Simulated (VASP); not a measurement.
A run of VASP 6.6.1:

The input INCAR:

```
SYSTEM = TiB2
  PREC = Accurate
  ENCUT = 500
  EDIFF = 1E-6
  ISMEAR = -1
  SIGMA = 1.0
  LREAL = .FALSE.
  LASPH = .TRUE.
  NELM = 120
  ALGO = Normal
  ISIF = 2
  LWAVE = .FALSE.
  LCHARG = .TRUE.
  GGA = PE
  LELF = .TRUE.
  LVHAR = .TRUE.
  NBANDS = 69
  GGA_COMPAT = .FALSE.
```

The input KPOINTS:

```
Automatic mesh
0
G
  4 4 3
  0 0 0
```

The input POSCAR:

```
TiB2
1.0
    4.6051018713      2.6587568636      0.0000000000
   -4.6051019221      2.6587567758      0.0000000000
    0.0000000000      0.0000000000      6.7380527601
Ti B
6 12
Direct
    0.0000000000      0.0000000000      0.0000000000
    0.3333333333      0.6666666667      0.0000000000
    0.6666666667      0.3333333333      0.0000000000
    0.0000000000      0.0000000000      0.5000000000
    0.3333333333      0.6666666667      0.5000000000
    0.6666666667      0.3333333333      0.5000000000
    0.0000000000      0.6666666667      0.2500000000
    0.3333333333      0.3333333334      0.2500000000
    0.6666666667      0.0000000000      0.2500000000
    0.0000000000      0.3333333333      0.2500000000
    0.3333333333      0.0000000000      0.2500000000
    0.6666666667      0.6666666666      0.2500000000
    0.0000000000      0.6666666667      0.7500000000
    0.3333333333      0.3333333334      0.7500000000
    0.6666666667      0.0000000000      0.7500000000
    0.0000000000      0.3333333333      0.7500000000
    0.3333333333      0.0000000000      0.7500000000
    0.6666666667      0.6666666666      0.7500000000
```

Potentials or basis: VASP PAW PBE potentials, release 64 (Ti_sv, B).

The run is started by

```sh
$ cat potpaw_PBE.64/Ti_sv/POTCAR potpaw_PBE.64/B/POTCAR > POTCAR
$ mpirun -np 1 vasp_std > vasp.out
```

Hardware: 1 thread of Intel Xeon 8259CL (shared host).

How long does it take, and how much memory?

It took 21 min on 1 thread of Intel Xeon 8259CL, with other jobs on the host, peak memory 0.29 GiB. Counts: scf iterations 109, k points 8.
